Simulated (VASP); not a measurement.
The system is BaS.

```
Ba S
1.0
     0.00000    3.21180    3.21180
     3.22368    0.00000    3.21180
     3.22368    3.21180    0.00000
Ba S
1 1
Direct
  0.00000 0.00000 0.00000
  0.50000 0.50000 0.50000
```

This cell differs from its parent crystal: uniaxial x strain +0.4%.

Base run:

| Quantity | Value |
| --- | --- |
| Program | VASP 6.6.1 |
| Functional | r2SCAN |
| Potentials or basis | VASP PAW PBE potentials, release 64 (Ba_sv, S) |
| Cutoff | 520 eV |
| k mesh | 8 × 8 × 8 |
| Occupations | gaussian, width 0.01 eV |
| Spin | no spin polarisation |

Its results: band gap on the k mesh 2.49 eV (least direct gap 2.64 eV); pressure 0.4 GPa.

Task: The run is repeated on the same cell with these changes: functional from r2SCAN to PBE; occupations from gaussian, width 0.01 eV to fermi-dirac, width 0.02 eV. What comes out?

Result: Band gap on the k mesh 2.14 eV (least direct gap 2.28 eV); pressure 0.5 GPa.

Caveats: spin-orbit coupling is left out, which moves the levels of the heavy elements; the PAW data sets were made with another functional, which shifts forces and pressure a little (at least some runs).

A k mesh can miss the band edges.
